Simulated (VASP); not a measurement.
Set up this calculation in VASP 6.6.1, as the native input.

| Property | Result |
| --- | --- |
| Task | single point |
| Functional | LDA |
| Potentials or basis | VASP PAW LDA potentials, release 64 (Cd) |
| Cutoff | 520 eV |
| k mesh | 10 × 10 × 5 |
| Occupations | fermi-dirac, width 0.05 eV |
| Spin | no spin polarisation |
| Dipole correction | no |
| Further INCAR settings | ALGO = Fast; EDIFF = 1e-06; NBANDS = 19 |

The structure of Cd lies in POSCAR:

```
Cd
1.0
    2.9985981908      0.0000000000      0.0000000000
   -1.4992990954      2.5968622090      0.0000000000
    0.0000000000      0.0000000000      5.6548540644
Cd
2
Direct
    0.6666666667      0.3333333333      0.7500000000
    0.3333333333      0.6666666667      0.2500000000
```

This cell differs from its parent crystal: volume scaled by 1.02.

The input as run:

INCAR

```
PREC = Accurate
ENCUT = 520
EDIFF = 1E-6
ISMEAR = -1
SIGMA = 0.05
LREAL = False
LASPH = True
NELM = 80
ALGO = Fast
ISIF = 2
LWAVE = False
LCHARG = False
GGA = CA
NBANDS = 19
```

KPOINTS

```
regular mesh
0
Gamma
  10 10 5
```

Potentials or basis: VASP PAW LDA potentials, release 64 (Cd).

Command:

```bash
$ cat potpaw_LDA.64/Cd/POTCAR > POTCAR
$ mpirun -np 1 vasp_std > vasp.out
```

It gave:

The pressure is -4.9 GPa and the band gap on the k mesh is zero (band 12 reaches 3.56 eV, above the bottom of band 13 at -0.36 eV).

Run time: 17 s on 1 thread of AMD EPYC 9R14 (Zen 4), on a shared host, peak memory 0.12 GiB.
